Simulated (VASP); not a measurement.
Set up this calculation in VASP 6.6.1, as the native input.

```yaml
Task: single point
Functional: PBE
Potentials_or_basis: VASP PAW PBE potentials, release 64 (Ga_d, Mo_sv)
Cutoff: 520 eV
k_mesh: 8 × 8 × 12
Occupations: gaussian, width 0.1 eV
Spin: no spin polarisation
Dipole_correction: no
Further_INCAR_settings: ALGO = Fast; EDIFF = 1e-07; NBANDS = 35
```

The structure of GaMo lies in POSCAR:

```
GaMo
1.0
    3.1464247428     -3.5108795006      0.0000000000
    3.1464247428      3.5108795006      0.0000000000
    0.0000000000      0.0000000000      2.7719695371
Ga Mo
2 2
Direct
    0.7979366168      0.7979366168      0.5000000000
    0.2020633832      0.2020633832      0.5000000000
    0.6976472279      0.3023527721      0.0000000000
    0.3023527721      0.6976472279      0.0000000000
```

The cell was generated, and may not be a known phase.

These files were run (other wordings do the same):

INCAR

```
SYSTEM = GaMo
PREC     = Accurate       ! precision mode
ENCUT    = 520            ! plane-wave cutoff, eV
EDIFF    = 1E-7           ! SCF threshold, eV
ISMEAR   = 0              ! smearing method
SIGMA    = 0.1            ! smearing width, eV
LREAL    = .False.        ! projectors in reciprocal space
LASPH    = .True.         ! aspherical terms in the spheres
NELM     = 100            ! most SCF steps
ALGO     = Fast           ! electronic algorithm
ISIF     = 2              ! what is computed and relaxed
LWAVE    = .False.        ! write WAVECAR
LCHARG   = .True.         ! write CHGCAR
GGA      = PE             ! functional
LELF     = .True.         ! ELF
LVHAR    = .True.       
NBANDS   = 35             ! bands
```

KPOINTS

```
regular mesh
0
Gamma
  8 8 12
  0 0 0
```

Potentials or basis: VASP PAW PBE potentials, release 64 (Ga_d, Mo_sv).

Command:

```sh
$ cat potpaw_PBE.64/Ga_d/POTCAR potpaw_PBE.64/Mo_sv/POTCAR > POTCAR
$ mpirun -np 1 vasp_std > vasp.out
```

It gave:

| Item | Value |
| --- | --- |
| Pressure | 0.4 GPa |
| Largest force | 0.006 eV/Å |
| Band gap on the k mesh | zero (bands 27 and 28 overlap by 1.63 eV) |

Wall time 5.5 min on 1 thread of Intel(R) Xeon(R) Platinum 8488C (Sapphire Rapids) (shared host), peak memory 0.37 GiB.
